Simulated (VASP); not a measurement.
# Al15InN16 (a cell with a defect): single point with PBE

Al15InN16 (a cell with a defect):

```
CELL_PARAMETERS angstrom
6.25951 0.00000 0.00000
-3.12976 5.42090 0.00000
0.00000 0.00000 10.03481
ATOMIC_POSITIONS crystal
Al 0.33547 0.16708 0.24497
Al 0.33605 0.16706 0.75358
Al 0.16644 0.33565 0.99844
Al 0.33675 0.67269 0.24426
Al 0.16986 0.83851 0.49821
Al 0.33595 0.67257 0.75427
Al 0.16498 0.83500 0.99948
Al 0.82949 0.16550 0.24432
Al 0.66441 0.33320 0.49828
Al 0.83030 0.16687 0.75422
Al 0.66722 0.33730 0.99939
Al 0.83432 0.66820 0.24895
Al 0.66737 0.83532 0.49907
Al 0.83452 0.66862 0.74819
Al 0.66768 0.83467 0.99903
In 0.16298 0.33949 0.49932
N 0.34348 0.15949 0.43193
N 0.16798 0.33406 0.18898
N 0.33324 0.16895 0.94162
N 0.16837 0.33451 0.70969
N 0.35034 0.70098 0.43116
N 0.16588 0.83282 0.18686
N 0.33340 0.67262 0.94219
N 0.16979 0.83484 0.68872
N 0.80150 0.15234 0.43120
N 0.66961 0.33656 0.18680
N 0.82950 0.16879 0.94210
N 0.66819 0.33323 0.68874
N 0.83356 0.66943 0.43951
N 0.67011 0.83210 0.18636
N 0.83244 0.66988 0.93712
N 0.66809 0.83453 0.68978
```

```
Program                : VASP 6.6.1
Task                   : single point
Functional             : PBE
Potentials or basis    : VASP PAW PBE potentials, release 64 (Al, In_d, N)
Cutoff                 : 520 eV
k mesh                 : 2 × 2 × 2, shifted
Occupations            : fermi-dirac, width 0.01 eV
Spin                   : no spin polarisation
Dipole correction      : no
Further INCAR settings : LREAL = Auto; ALGO = Normal; EDIFF = 1e-07; NBANDS = 91
```

The pressure is 5.4 GPa. The largest force is 0.339 eV/Å and the band gap on the k mesh is 4.59 eV.

Forces in eV/Å, atoms in the order of the input:
```
Al   0.113 -0.070 -0.082
Al   0.108 -0.073 -0.097
Al  -0.100  0.062 -0.109
Al   0.101 -0.059 -0.060
Al  -0.076  0.100 -0.135
Al   0.101 -0.082 -0.094
Al  -0.105  0.074 -0.098
Al   0.099 -0.054 -0.065
Al  -0.126  0.010 -0.139
Al   0.113 -0.056 -0.093
Al  -0.115  0.058 -0.089
Al   0.107 -0.065 -0.115
Al  -0.117  0.064 -0.070
Al   0.107 -0.072 -0.092
Al  -0.105  0.054 -0.077
In   0.054 -0.028  0.048
N    0.263 -0.156  0.040
N   -0.184  0.116  0.110
N    0.180 -0.099  0.137
N   -0.199  0.112  0.251
N   -0.086 -0.216 -0.022
N   -0.183  0.118  0.095
N    0.182 -0.106  0.081
N   -0.163  0.092  0.105
N    0.148  0.180 -0.021
N   -0.193  0.102  0.097
N    0.190 -0.096  0.085
N   -0.161  0.097  0.105
N    0.175 -0.105  0.149
N   -0.158  0.097  0.068
N    0.175 -0.096  0.071
N   -0.147  0.096  0.015
```

Stress tensor (GPa, compression positive):
```
 5.37 -0.67  0.10
-0.67  4.58 -0.06
 0.10 -0.06  6.30
```

Levels at points of the mesh, in eV from the valence-band top:
```tsv
k point	band 67	band 68	band 69	band 70	band 71	band 72
(0.25, 0.25, 0.25)	-0.54	-0.38	-0.26	5.25	5.40	5.88
```

It took 9.5 min on 1 thread of Intel(R) Xeon(R) 6975P-C (Granite Rapids) (shared host), peak memory 0.55 GiB.

Caveat: the k points lie up to 0.58 Å⁻¹ apart; spin-orbit coupling is left out, which moves the levels of the heavy elements.
